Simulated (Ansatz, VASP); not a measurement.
**One calculation of Cs, two programs**

File INCAR:

```
SYSTEM = Cs
PREC = Accurate
ENCUT = 520
EDIFF = 1E-7
ISMEAR = -1
SIGMA = 0.08
LREAL = .FALSE.
LASPH = .TRUE.
NELM = 60
ALGO = Normal
ISIF = 2
LWAVE = .FALSE.
LCHARG = .FALSE.
GGA = PS
NBANDS = 10
```

Contents of KPOINTS:

```
Automatic mesh
0
G
  8 8 8
  0 0 0
```

The input POSCAR:

```
Cs
1.0
    4.7527106375      0.0000000000      0.0000000000
    0.0000000000      4.7527106375      0.0000000000
    0.0000000000      0.0000000000      4.7527106375
Cs
1
Direct
    0.0000000000      0.0000000000      0.0000000000
```

Input for Ansatz:

```yaml
crystal:
  lattice:
    - [4.7527106375, 0.0, 0.0]
    - [0.0, 4.7527106375, 0.0]
    - [0.0, 0.0, 4.7527106375]
  atoms:
    - { symbol: Cs, position: [0.0, 0.0, 0.0] }
kpoints:
  mp_grid: { grid: [8, 8, 8] }
scf:
  occupations: { method: fermi_dirac, width: 0.08 }
hamiltonian:
  xc: pbesol
  pseudopotentials: { kind: all_electron, lapw: { basis_error: 0.001 } }
output:
  forces: true
  stress: true
  eigenvalues: true
  populations: true
```

Change from the starting cell: volume scaled by 0.9, LAPW.

Alike in both runs: task single point; functional PBEsol; k mesh 8 × 8 × 8; occupations fermi-dirac, width 0.08 eV; no spin polarisation.

|  | VASP | Ansatz |
| --- | --- | --- |
| version | VASP 6.6.1 | Ansatz 0.2.0 |
| potentials or method | VASP PAW PBE potentials, release 64 (Cs_sv), cutoff 520 eV | all-electron LAPW, scalar-relativistic |

```csv
,VASP,Ansatz,Ansatz less VASP
pressure (GPa),0.2,0.2,+0.01
```

VASP's potentials were made for PBE, not for PBEsol. Ansatz ran all-electron here, and VASP with PAW potentials.

Spin-orbit coupling is off throughout.
